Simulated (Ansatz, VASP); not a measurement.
## One calculation of WSeS, two programs

```xyz
3
Lattice="3.1856 0.0000 0.0000 -1.5928 2.7588 0.0000 0.0000 0.0000 30.2000" Properties=species:S:1:pos:R:3 pbc="T T T"
S     1.5928    0.9196    6.9926
W     0.0000    1.8392    8.5196
Se    1.5928    0.9196   10.2178
```

Alike in both runs: functional LDA; k mesh 12 × 12 × 1; occupations gaussian, width 0.03 eV; no spin polarisation.

Ansatz relaxed the structure, and its values are those at the end. VASP's run is a single point on that final structure, the one shown.

|  | VASP | Ansatz |
| --- | --- | --- |
| version | VASP 6.6.1 | Ansatz 0.2.0 |
| potentials or method | VASP PAW LDA potentials, release 64 (S, W_sv, Se), cutoff 400 eV | scalar-relativistic, plane waves, PAW |
| valence electrons in the cell | 26 | 36 |

```tsv
	VASP	Ansatz	Ansatz less VASP
gap on the k mesh at the Fermi level (eV)	1.84	1.83	-0.005
least direct gap on the mesh (eV)	1.89	1.88	-0.006
rms of the force components (eV/Å)	0.044	0.001	-0.0433
```

Ansatz warns that its potentials were made for another functional, while VASP's fit it. LDA's correlation is that of Perdew and Zunger in VASP and of Perdew and Wang (1992) in Ansatz. VASP's potentials hold 26 valence electrons a cell and Ansatz's 36, so a difference there can come from the potentials and not from the codes. Ansatz's warnings: slab cell height set, structure snapped to symmetry, xc potential rough in thin density.

Spin-orbit coupling is off throughout.
